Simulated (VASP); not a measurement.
A run of VASP 6.6.1 is set up as follows.

File INCAR:

```
PREC     = Accurate       # precision mode
ENCUT    = 600            # plane-wave cutoff, eV
EDIFF    = 1E-6           # SCF threshold, eV
ISMEAR   = 0              # smearing method
SIGMA    = 0.02           # smearing width, eV
LREAL    = F              # projectors in reciprocal space
LASPH    = T              # aspherical terms in the spheres
NELM     = 120            # most SCF steps
ALGO     = Normal         # electronic algorithm
ISIF     = 2              # what is computed and relaxed
LWAVE    = F              # write WAVECAR
LCHARG   = F              # write CHGCAR
GGA      = PS             # functional
NBANDS   = 11             # bands
GGA_COMPAT= F
```

The input KPOINTS:

```
Automatic mesh
0
Gamma
  8 8 8
```

Contents of POSCAR:

```
BeTe
1.0
    0.0000000000      2.8023799439      2.8023799439
    2.8023799439      0.0000000000      2.8023799439
    2.8023799439      2.8023799439      0.0000000000
Be Te
1 1
Direct
    0.0000000000      0.0000000000      0.0000000000
    0.2500000000      0.2500000000      0.2500000000
```

Potentials or basis: VASP PAW PBE potentials, release 64 (Be, Te).

Command:

```sh
$ cat potpaw_PBE.64/Be/POTCAR potpaw_PBE.64/Te/POTCAR > POTCAR
$ mpirun -np 1 vasp_std > vasp.out
```

Task: What does it give for the band gap on the k mesh?

Result: 1.82 eV (least direct gap 3.59 eV).

Task: Predict the pressure.

Result: 0.3 GPa.

Caveat: the PAW data sets were made with another functional, which shifts forces and pressure a little; spin-orbit coupling is left out, which moves the levels of the heavy elements. A k mesh can miss the band edges.
